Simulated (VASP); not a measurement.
A run of VASP 6.6.1:

File INCAR:

```
SYSTEM = W7Au
ALGO = Normal
EDIFF = 1E-7
ENCUT = 520
GGA = PE
ISIF = 2
ISMEAR = 0
LASPH = .TRUE.
LCHARG = .FALSE.
LREAL = .FALSE.
LWAVE = .FALSE.
NBANDS = 64
NELM = 100
PREC = Accurate
SIGMA = 0.1
```

Contents of KPOINTS:

```
k-points
0
G
  4 4 4
  0 0 0
```

POSCAR

```
W7Au
1.0
   -3.3082194800      3.3082194800      3.3082194800
    3.3082194800     -3.3082194800      3.3082194800
    3.3082194800      3.3082194800     -3.3082194800
W Au
7 1
Direct
    0.0000000000      0.5000000000      0.5000000000
    0.5000000000      0.5000000000      0.0000000000
    0.5000000000      0.0000000000      0.5000000000
    0.0000000000      0.0000000000      0.5000000000
    0.0000000000      0.5000000000      0.0000000000
    0.5000000000      0.0000000000      0.0000000000
    0.5000000000      0.5000000000      0.5000000000
    0.0000000000      0.0000000000      0.0000000000
```

Potentials or basis: VASP PAW PBE potentials, release 64 (W_sv, Au).

The run is started by

```sh
$ cat potpaw_PBE.64/W_sv/POTCAR potpaw_PBE.64/Au/POTCAR > POTCAR
$ mpirun -np 1 vasp_std > vasp.out
```

Hardware: 1 thread of Intel Xeon 8259CL, with other jobs on the host.

Task: How long does it take, and how much memory?

Result: It took 3.1 min on 1 thread of Intel Xeon 8259CL, with other jobs on the host, peak memory 0.34 GiB. Counts: scf iterations 16, k points 8.
